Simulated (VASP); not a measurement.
Set up this calculation in VASP 6.6.1, as the native input.

* Task: single point
* Functional: PBE
* Potentials or basis: VASP PAW PBE potentials, release 64 (F)
* Cutoff: 520 eV
* k mesh: 10 × 10 × 4
* Occupations: fermi-dirac, width 0.05 eV
* Spin: no spin polarisation
* Dipole correction: no
* Further INCAR settings: ALGO = Normal; EDIFF = 1e-07; NBANDS = 22

The structure of F lies in POSCAR:

```
F
1.0
    2.5732522056     -1.5945178010      0.0000000000
    2.5732522056      1.5945178010      0.0000000000
   -0.5658332993      0.0000000000      6.6414036087
F
4
Direct
    0.9153359700      0.5958328800      0.0979555000
    0.4041671200      0.0846640300      0.4020445000
    0.0846640300      0.4041671200      0.9020445000
    0.5958328800      0.9153359700      0.5979555000
```

The input as run:

INCAR

```
SYSTEM = F
PREC = Accurate ; ENCUT = 520
EDIFF = 1E-7 ; ISMEAR = -1
SIGMA = 0.05 ; LREAL = .FALSE.
LASPH = .TRUE. ; NELM = 60
ALGO = Normal ; ISIF = 2
LWAVE = .FALSE. ; LCHARG = .FALSE.
GGA = PE ; NBANDS = 22
```

KPOINTS

```
Automatic mesh
0
G
  10 10 4
  0 0 0
```

Potentials or basis: VASP PAW PBE potentials, release 64 (F).

The run is started by

```sh
$ cat potpaw_PBE.64/F/POTCAR > POTCAR
$ mpirun -np 1 vasp_std > vasp.out
```

Results of the run:

The pressure is 2.1 GPa, the largest force is 0.199 eV/Å and the band gap on the k mesh is 2.59 eV, direct.

It took 62 s on 1 thread of Intel(R) Xeon(R) Platinum 8375C CPU @ 2.90GHz (Ice Lake), with other jobs on the host, peak memory 0.22 GiB.
